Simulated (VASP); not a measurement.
A run of VASP 6.6.1 is set up as follows.

INCAR

```
ALGO = Normal ; EDIFF = 1E-7
EDIFFG = -0.005 ; ENCUT = 600
GGA = PS ; IBRION = 2
ISIF = 3 ; ISMEAR = 0
LASPH = T ; LCHARG = F
LREAL = F ; LWAVE = F
NELM = 100 ; NSW = 100
PREC = Accurate ; SIGMA = 0.1
```

KPOINTS

```
k-points
0
Gamma
  14 14 14
```

POSCAR

```
Sb
1.0
    3.1600000000      0.0000000000      0.0000000000
    0.0000000000      3.1600000000      0.0000000000
    0.0000000000      0.0000000000      3.1600000000
Sb
1
Direct
    0.0000000000      0.0000000000      0.0000000000
```

Potentials or basis: VASP PAW PBE potentials, release 64 (Sb).

Run with:

```console
$ cat potpaw_PBE.64/Sb/POTCAR > POTCAR
$ mpirun -np 1 vasp_std > vasp.out
```

**Question.** Estimate the relaxed cell.

**Answer.** a = 3.064 Å, b = 3.064 Å, c = 3.064 Å, α = 90.00°, β = 90.00°, γ = 90.00°.

**Question.** What does it give for the space group after relaxing (to 0.05 Å)?

**Answer.** Pm-3m (No. 221).

**Question.** Estimate the relaxed volume.

**Answer.** 28.75 Å³/atom.

Final structure:
```cif
data_structure
_symmetry_space_group_name_H-M 'P 1'
_symmetry_Int_Tables_number 1
_cell_length_a 3.0635
_cell_length_b 3.0635
_cell_length_c 3.0635
_cell_angle_alpha 90.000
_cell_angle_beta 90.000
_cell_angle_gamma 90.000
_cell_volume 28.75
loop_
_atom_site_label
_atom_site_type_symbol
_atom_site_fract_x
_atom_site_fract_y
_atom_site_fract_z
_atom_site_occupancy
Sb1 Sb 0.00000 0.00000 0.00000 1
```

Caveat: the PAW data sets were made with another functional, which shifts forces and pressure a little.
